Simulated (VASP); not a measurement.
# PbS (P1) in VASP: a series of runs

Aim: see how the results for PbS move with the level of theory and the settings. Levels: PBE, PBEsol. Tasks: single point.

Everything below comes from runs of VASP 6.6.1. Logs are shortened: lines on timing, memory, paths and dates and some standing lists are left out, and cuts for length are marked.

### 1 The cell of the first run

The typed cell holds 16 atoms: a = 8.439 Å, b = 8.439 Å, c = 5.984 Å, α = 90.03°, β = 90.03°, γ = 90.00°.

### 2 Single point, PBE

Contents of INCAR:

```
ALGO = Normal
EDIFF = 1E-6
ENCUT = 520
GGA = PE
ISIF = 2
ISMEAR = -1
LASPH = T
LCHARG = F
LREAL = Auto
LWAVE = F
NBANDS = 94
NELM = 80
PREC = Accurate
SIGMA = 0.112
```

Contents of KPOINTS:

```
k-points
0
Gamma
  2 2 2
```

Contents of POSCAR:

```
PbS
1.0
    5.9387620000     -5.9673630000      0.5799870000
    5.9387620000      5.9673630000      0.5799870000
   -0.5865080000      0.0000000000      5.9556670000
Pb S
8 8
Direct
    0.3787424358      0.3712483383      0.7535408042
    0.1302975265      0.1266711341      0.2583080144
    0.3669880131      0.8790307697      0.7306822736
    0.1199243399      0.6302061846      0.2555389762
    0.8714539905      0.3747960865      0.7449320381
    0.6206201901      0.1105932318      0.2378032084
    0.8747778227      0.8805026294      0.7512631510
    0.6322845931      0.6361097333      0.2493350921
    0.1313668940      0.1113315785      0.7386863707
    0.3705123613      0.3818798615      0.2287510856
    0.1409270182      0.6232434115      0.7569296747
    0.3574610458      0.8735273552      0.2130476285
    0.6248998231      0.1009789556      0.7510422837
    0.9129296001      0.3459945904      0.2796196187
    0.6463915238      0.6121435653      0.7049287694
    0.8613316318      0.8663898124      0.2538711487
```

Potentials or basis: VASP PAW PBE potentials, release 64 (Pb_d, S).

Started as:

```
cat potpaw_PBE.64/Pb_d/POTCAR potpaw_PBE.64/S/POTCAR > POTCAR
mpirun -np 1 vasp_std > vasp.out
```

OUTCAR:

```text
EDIFF = 1E-6
   ENCUT = 520
   GGA = PE
   ISIF = 2
   ISMEAR = -1
   LASPH = T
   LREAL = Auto
   NELM = 80
   PREC = Accurate

 ion  position               nearest neighbor table
   1  0.379  0.371  0.754-  10 2.85  11 2.92   9 3.03  15 3.05  13 3.09  10 3.14
   2  0.130  0.127  0.258-  14 2.61   9 2.88  12 2.88  10 2.96   9 3.11  16 3.16   3 4.04
   3  0.367  0.879  0.731-   9 2.79  13 2.87  11 2.89  12 2.89  12 3.10  15 3.26   2 4.04   4 4.10
                             6 4.14
   4  0.120  0.630  0.256-  12 2.88  16 2.96  14 2.97  10 2.98  11 2.99  11 3.01   3 4.10   8 4.12

   5  0.871  0.375  0.745-  15 2.77  14 2.82  11 3.09  13 3.11   9 3.12  14 3.23
   6  0.621  0.111  0.238-  16 2.90  13 2.91  12 2.99  13 3.07  10 3.11  14 3.18   8 4.01   7 4.10
                             3 4.14
   7  0.875  0.881  0.751-  13 2.81   9 2.91  16 2.98  15 2.99  16 3.01  11 3.12   6 4.10
   8  0.632  0.636  0.249-  15 2.74  16 2.74  12 3.07  10 3.08  15 3.27  14 3.41   6 4.01   4 4.12

   9  0.131  0.111  0.739-   3 2.79   2 2.88   7 2.91   1 3.03   2 3.11   5 3.12
  10  0.371  0.382  0.229-   1 2.85   2 2.96   4 2.98   8 3.08   6 3.11   1 3.14
  11  0.141  0.623  0.757-   3 2.89   1 2.92   4 2.99   4 3.01   5 3.09   7 3.12
  12  0.357  0.874  0.213-   4 2.88   2 2.88   3 2.89   6 2.99   8 3.07   3 3.10
  13  0.625  0.101  0.751-   7 2.81   3 2.87   6 2.91   6 3.07   1 3.09   5 3.11
  14  0.913  0.346  0.280-   2 2.61   5 2.82   4 2.97   6 3.18   5 3.23   8 3.41
  15  0.646  0.612  0.705-   8 2.74   5 2.77   7 2.99   1 3.05   3 3.26   8 3.27
  16  0.861  0.866  0.254-   8 2.74   6 2.90   4 2.96   7 2.98   7 3.01   2 3.16

  LATTYP: Found a base centered monoclinic cell.
 ALAT       =    11.9340318439
 B/A-ratio  =     1.0000581661
 C/A-ratio  =     0.5014631058
 COS(beta)  =    -0.0008099249

  Lattice vectors:

 A1 = (   5.9387620000,  -5.9673630000,   0.5799870000)
 A2 = (   5.9387620000,   5.9673630000,   0.5799870000)
 A3 = (  -0.5865080000,   0.0000000000,   5.9556670000)

Analysis of symmetry for initial positions (statically):
=====================================================================
 Subroutine PRICEL returns:
 Original cell was already a primitive cell.

 Routine SETGRP: Setting up the symmetry group for a
 base centered monoclinic supercell.

 Subroutine GETGRP returns: Found  1 space group operations
 (whereof  1 operations were pure point group operations)
 out of a pool of  4 trial point group operations.

The static configuration has the point symmetry C_1 .

Analysis of symmetry for dynamics (positions and initial velocities):
=====================================================================
 Subroutine PRICEL returns:
 Original cell was already a primitive cell.

 Routine SETGRP: Setting up the symmetry group for a
 base centered monoclinic supercell.

 Subroutine GETGRP returns: Found  1 space group operations
 (whereof  1 operations were pure point group operations)
 out of a pool of  4 trial point group operations.

The dynamic configuration has the point symmetry C_1 .

 Subroutine INISYM returns: Found  1 space group operations
 (whereof  1 operations are pure point group operations),
 and found     1 'primitive' translations

----------------------------------------------------------------------------------------

                                     Primitive cell

  volume of cell :     426.1826

  direct lattice vectors                    reciprocal lattice vectors
     5.938762000 -5.967363000  0.579987000     0.083390615 -0.083789104  0.008212223
     5.938762000  5.967363000  0.579987000     0.083390615  0.083789104  0.008212223
    -0.586508000  0.000000000  5.955667000    -0.016241832  0.000000000  0.166307827

  length of vectors
     8.438880269  8.438880269  5.984476673     0.118499153  0.118499153  0.167099044

  position of ions in fractional coordinates (direct lattice)
     0.378742436  0.371248338  0.753540804
     0.130297527  0.126671134  0.258308014
     0.366988013  0.879030770  0.730682274
     0.119924340  0.630206185  0.255538976
     0.871453991  0.374796086  0.744932038
     0.620620190  0.110593232  0.237803208
[... 8 lines left out ...]
     0.646391524  0.612143565  0.704928769
     0.861331632  0.866389812  0.253871149

  ion indices of the primitive-cell ions
   primitive index   ion index
                 1           1
                 2           2
                 3           3
                 4           4
                 5           5
                 6           6
[... 8 lines left out ...]
                15          15
                16          16

----------------------------------------------------------------------------------------

 KPOINTS: k-points

Automatic generation of k-mesh.
 Grid dimensions read from file:
 generate k-points for:    2    2    2

 Generating k-lattice:

  Cartesian coordinates                     Fractional coordinates (reciprocal lattice)
     0.041695308 -0.041894552  0.004106111     0.500000000  0.000000000  0.000000000
     0.041695308  0.041894552  0.004106111     0.000000000  0.500000000  0.000000000
    -0.008120916  0.000000000  0.083153913     0.000000000  0.000000000  0.500000000

  Length of vectors
     0.059249577  0.059249577  0.083549522

  Shift w.r.t. Gamma in fractional coordinates (k-lattice)
     0.000000000  0.000000000  0.000000000

 Subroutine IBZKPT returns following result:
 ===========================================

 Found      8 irreducible k-points:

 Following reciprocal coordinates:
            Coordinates               Weight
  0.000000  0.000000  0.000000      1.000000
  0.500000 -0.000000 -0.000000      1.000000
 -0.000000  0.500000 -0.000000      1.000000
  0.500000  0.500000 -0.000000      1.000000
 -0.000000 -0.000000  0.500000      1.000000
  0.500000 -0.000000  0.500000      1.000000
 -0.000000  0.500000  0.500000      1.000000
  0.500000  0.500000  0.500000      1.000000
   k-points           NKPTS =      8   k-points in BZ     NKDIM =      8   number of bands    NBANDS=     94
   number of dos      NEDOS =    301   number of ions     NIONS =     16
   total plane-waves  NPLWV = 196608
   dimension x,y,z NGX =    64 NGY =   64 NGZ =   48
   dimension x,y,z NGXF=   128 NGYF=  128 NGZF=   96
   ions per type =               8   8
   NGX,Y,Z   is equivalent  to a cutoff of  12.61, 12.61, 13.33 a.u.
   NGXF,Y,Z  is equivalent  to a cutoff of  25.22, 25.22, 26.67 a.u.
 SYSTEM =  unknown system
   PREC   = accura    normal or accurate (medium, high low for compatibility)
   ISTART =      0    job   : 0-new  1-cont  2-samecut
   ICHARG =      2    charge: 1-file 2-atom 10-const
   ISPIN  =      1    spin polarized calculation?
   LNONCOLLINEAR =      F non collinear calculations
   LSORBIT =      F    spin-orbit coupling
   LASPH  =      T    aspherical Exc in radial PAW
   ENCUT  =  520.0 eV  38.22 Ry    6.18 a.u.  15.69 15.69 11.13*2*pi/ulx,y,z
   NELM   =     80;   NELMIN=  2; NELMDL= -5     # of ELM steps
   EDIFF  = 0.1E-05   stopping-criterion for ELM
   LREAL  =      T    real-space projection
   EDIFFG = 0.1E-04   stopping-criterion for IOM
   NSW    =      0    number of steps for IOM
   IBRION =     -1    ionic relax: 0-MD 1-quasi-New 2-CG
   NFREE  =      0    steps in history (QN), initial steepest desc. (CG)
   ISIF   =      2    stress and relaxation
   ISYM   =      2    0-nonsym 1-usesym 2-fastsym
   POTIM  = 0.5000    time-step for ionic-motion
   TEBEG  =    0.0;   TEEND  =   0.0 temperature during run
   PSTRESS=    0.0 pullay stress
   NELECT =     160.0000    total number of electrons
   NUPDOWN=      -1.0000    fix difference up-down
   EMIN   =  10.00;   EMAX   =-10.00  energy-range for DOS
   EFERMI =   0.00;   METHOD = LEGACY
   ISMEAR =    -1;   SIGMA  =   0.11  broadening in eV -4-tet -1-fermi 0-gaus
   EFERMI_NEDOS =   21; number of points for ismear=-14 and -15
   IALGO  =     38    algorithm
   IMIX   =      4    mixing-type and parameters
     AMIX     =   0.40;   BMIX     =  1.00
     AMIX_MAG =   1.60;   BMIX_MAG =  1.00
  volume/ion in A,a.u.               =      26.64       179.75
  Fermi-wavevector in a.u.,A,eV,Ry     =   1.180999  2.231765 18.976849  1.394759
  Thomas-Fermi vector in A             =   2.317281
   LORBIT       =      0    0 simple, 1 ext, 2 COOP (PROOUT), +10 PAW based schemes
   GGA     = PE    functional components
   LHFCALC =     F    Hartree Fock is set to
   AEXX    =    0.0000 exact exchange contribution
   IVDW    =     0    specifies the selected vdW correction
   LEPSILON=     F    determine dielectric tensor
   LRPA    =     F    only Hartree local field effects (RPA)
 non-spin polarized calculation
  energy-cutoff  :      520.00
  volume of cell :      426.18
 maximum number of plane-waves:     11556
 NGX is ok and might be reduce to    64
   NGX = 31   NGY = 31   NGZ = 23

 number of electron     160.0000009 magnetization

 Free energy of the ion-electron system (eV)
  ---------------------------------------------------
  ext. energy  EPLUGINS =         0.00000000
  ---------------------------------------------------
  free energy    TOTEN  =       -68.13885896 eV

  energy without entropy =      -68.08193649  energy(sigma->0) =      -68.11039772

 E-fermi :   5.7827     XC(G=0):  -9.5665

 val. band max:        5.6229279136   @ k =  -0.0000  -0.0000   0.5000
 cond. band min:       5.9855753523   @ k =  -0.0000  -0.0000   0.5000
 fundamental gap:      0.3626474387
 Fermi energy:         5.7827433931

 k-point     1 :       0.0000    0.0000    0.0000
  band No.  band energies     occupation
      1     -11.4682      2.00000
      2     -11.4303      2.00000
      3     -11.4056      2.00000
      4     -11.3959      2.00000
      5     -11.3889      2.00000
      6     -11.3748      2.00000
[... 84 lines left out ...]
     91       9.4651      0.00000
     92       9.4879      0.00000

 k-point     2 :       0.5000   -0.0000   -0.0000
  band No.  band energies     occupation
      1     -11.4632      2.00000
      2     -11.4209      2.00000
      3     -11.4047      2.00000
      4     -11.3952      2.00000
      5     -11.3776      2.00000
      6     -11.3686      2.00000
[... 654 lines left out ...]
     91       7.9939      0.00000
     92       8.0530      0.00000
 [bands above 92 left out]

------------------------ aborting loop because EDIFF is reached ----------------------------------------

  FORCE on cell =-STRESS in cart. coord.  units (eV):
  Direction    XX          YY          ZZ          XY          YZ          ZX
  --------------------------------------------------------------------------------------
  -------------------------------------------------------------------------------------
  Total        2.6132709      6.2914966     13.7310887      0.1278151     -0.1743084     -1.0710637
  in kB        9.8242482     23.6520540     51.6202221      0.4805040     -0.6552895     -4.0265230
  external PRESSURE =      28.3655081 kB  Pullay stress =       0.0000000 kB

 VOLUME and BASIS-vectors are now :
 -----------------------------------------------------------------------------
  energy-cutoff  :      520.00
  volume of cell :      426.18
      direct lattice vectors                 reciprocal lattice vectors
     5.938762000 -5.967363000  0.579987000     0.083390615 -0.083789104  0.008212223
     5.938762000  5.967363000  0.579987000     0.083390615  0.083789104  0.008212223
    -0.586508000  0.000000000  5.955667000    -0.016241832  0.000000000  0.166307827

 POSITION                                       TOTAL-FORCE (eV/Angst)
 -----------------------------------------------------------------------------------
      4.01206     -0.04472      4.92282         0.053616      0.236505      0.063959
      1.37458     -0.02164      1.68743         0.228410     -0.357296     -0.050589
      6.97126      3.05555      5.07438        -0.150359     -0.151951      0.081762
      4.30497      3.04504      1.95697        -0.127143     -0.290920     -0.038743
      6.96427     -2.96374      5.15938         0.121826     -0.087312     -0.005706
      4.20303     -3.04352      1.84037         0.190990      0.301223      0.047739
[... 8 lines left out ...]
      7.06069     -0.20437      4.92825        -0.180635      0.171359      0.230229
     10.11163      0.03018      2.51403         0.327734      0.111982     -0.117749
 -----------------------------------------------------------------------------------
    total drift:                               -0.001758     -0.005205      0.016253

  FREE ENERGIE OF THE ION-ELECTRON SYSTEM (eV)
  ---------------------------------------------------
  free  energy   TOTEN  =       -68.1388589613 eV

  energy  without entropy=      -68.0819364868  energy(sigma->0) =      -68.11039772
```

It took 7.9 min on 1 thread of Oxide Virtual Turin-like, shared host; peak memory 0.51 GiB.

Results:

```
Free energy            : -68.1389 eV
Pressure               : 2.8 GPa
Largest force          : 1.328 eV/Å
Band gap on the k mesh : 0.36 eV, direct
```

Forces on the atoms (eV/Å):
```
Pb   0.054  0.237  0.064
Pb   0.228 -0.357 -0.051
Pb  -0.150 -0.152  0.082
Pb  -0.127 -0.291 -0.039
Pb   0.122 -0.087 -0.006
Pb   0.191  0.301  0.048
Pb  -0.007 -0.175  0.020
Pb  -0.578  0.170 -0.155
S    0.166  0.000 -0.007
S   -0.138 -0.169  0.026
S   -0.382 -0.206 -0.230
S    0.333 -0.883  0.337
S    0.405  0.045  0.013
S   -0.262  1.283 -0.216
S   -0.181  0.171  0.230
S    0.328  0.112 -0.118
```

Stress tensor (GPa, compression positive):
```
 0.98  0.05 -0.40
 0.05  2.37 -0.07
-0.40 -0.07  5.16
```

Levels at points of the mesh, in eV from the valence-band top:
```csv
k point,band 77,band 78,band 79,band 80,band 81,band 82,band 83,band 84
"(0.00, 0.00, 0.00)",-0.96,-0.82,-0.79,-0.64,1.21,1.32,1.48,1.55
"(0.50, 0.00, 0.00)",-1.72,-1.57,-1.20,-1.13,2.46,2.52,2.77,2.93
"(0.00, 0.50, 0.00)",-1.79,-1.61,-1.19,-1.11,2.34,2.57,2.78,2.81
"(0.50, 0.50, 0.00)",-1.09,-1.02,-0.98,-0.84,1.85,2.05,2.11,2.14
"(0.00, 0.00, 0.50)",-0.32,-0.22,-0.14,0.00,0.36,0.39,0.54,0.56
"(0.50, 0.00, 0.50)",-1.06,-0.91,-0.87,-0.70,1.22,1.29,1.46,1.53
"(0.00, 0.50, 0.50)",-1.05,-0.89,-0.76,-0.69,1.20,1.29,1.38,1.48
"(0.50, 0.50, 0.50)",-0.83,-0.78,-0.63,-0.47,1.06,1.18,1.27,1.40
```

Caveat: the k points lie up to 0.52 Å⁻¹ apart; spin-orbit coupling is left out, which moves the levels of the heavy elements; forces of over 1 eV/Å act on the atoms, so gaps and moduli don't describe the material at rest.

### 3 Single point, PBEsol

This run uses another cell than the first one, of 26.83 Å³/atom, 1.007 times its volume.

Contents of INCAR:

```
ALGO     = Normal         # electronic algorithm
EDIFF    = 1E-6           # SCF threshold, eV
ENCUT    = 520            # plane-wave cutoff, eV
GGA      = PS             # functional
ISIF     = 2              # what is computed and relaxed
ISMEAR   = -1             # smearing method
LASPH    = True           # aspherical terms in the spheres
LCHARG   = False          # write CHGCAR
LREAL    = Auto         
LWAVE    = False          # write WAVECAR
NBANDS   = 94             # bands
NELM     = 100            # most SCF steps
PREC     = Accurate       # precision mode
SIGMA    = 0.026          # smearing width, eV
```

KPOINTS is that of step 2.

Contents of POSCAR:

```
PbS
1.0
    5.9534260000     -5.9820980000      0.5814190000
    5.9534260000      5.9820980000      0.5814190000
   -0.5879560000      0.0000000000      5.9703730000
Pb S
8 8
Direct
    0.3741648212      0.3761487405      0.7480292168
    0.1179095187      0.1242908919      0.2584857059
    0.3832073534      0.8742728625      0.7616529336
    0.1284135944      0.6324869145      0.2530612387
    0.8762209460      0.3719259646      0.7455868622
    0.6353214157      0.1338804496      0.2507524104
    0.8636664863      0.8717165048      0.7527794925
    0.6228983001      0.6209138792      0.2680485736
    0.1262690876      0.1150004658      0.7216584789
    0.3643486828      0.3655479276      0.2733052429
    0.1079640195      0.6199669991      0.7039360983
    0.3544370056      0.8743211667      0.2673751962
    0.6161039704      0.1209831950      0.7332162525
    0.8740643521      0.3885799953      0.2228834926
    0.6488912807      0.6096843001      0.7296355260
    0.8688128056      0.8730079893      0.2788171351
```

Potentials or basis: VASP PAW PBE potentials, release 64 (Pb_d, S).

Started as:

```
cat potpaw_PBE.64/Pb_d/POTCAR potpaw_PBE.64/S/POTCAR > POTCAR
mpirun -np 1 vasp_std > vasp.out
```

Wall time 10 min (1 thread of Oxide Virtual Turin-like, shared host); peak memory 0.51 GiB.

Results (log left out):

```yaml
Free_energy: -73.8266 eV
Pressure: -0.9 GPa
Largest_force: 0.499 eV/Å
Band_gap_on_the_k_mesh: 0.39 eV, direct
```

Forces in eV/Å, atoms in the order of the input:
```
Pb  -0.161  0.044 -0.230
Pb   0.089 -0.154  0.089
Pb  -0.004  0.298 -0.145
Pb  -0.059 -0.018 -0.014
Pb   0.189 -0.248  0.070
Pb  -0.082  0.084  0.099
Pb   0.301 -0.228 -0.139
Pb   0.087  0.027 -0.016
S    0.132 -0.329  0.254
S    0.148 -0.138 -0.048
S    0.015 -0.152  0.381
S    0.383 -0.009 -0.176
S   -0.201  0.090  0.017
S   -0.417  0.180  0.062
S   -0.287  0.408 -0.014
S   -0.133  0.145 -0.190
```

Stress tensor (GPa, compression positive):
```
-2.50 -0.08 -0.44
-0.08 -2.78  0.15
-0.44  0.15  2.45
```

Levels at points of the mesh, in eV from the valence-band top:
```
           k point  band 78  band 79  band 80  band 81  band 82  band 83
(0.00, 0.00, 0.00)    -0.77    -0.61    -0.48     1.16     1.36     1.54
(0.50, 0.00, 0.00)    -1.49    -1.07    -0.98     2.50     2.62     2.84
(0.00, 0.50, 0.00)    -1.55    -1.03    -0.98     2.53     2.60     2.89
(0.50, 0.50, 0.00)    -0.86    -0.82    -0.77     1.91     2.12     2.20
(0.00, 0.00, 0.50)    -0.26    -0.04     0.00     0.39     0.51     0.67
(0.50, 0.00, 0.50)    -0.85    -0.69    -0.47     1.24     1.31     1.50
(0.00, 0.50, 0.50)    -0.82    -0.65    -0.51     1.23     1.34     1.48
(0.50, 0.50, 0.50)    -0.55    -0.34    -0.30     0.94     1.05     1.20
```

Caveat: the k points lie up to 0.52 Å⁻¹ apart; the PAW data sets were made with another functional, which shifts forces and pressure a little; spin-orbit coupling is left out, which moves the levels of the heavy elements.
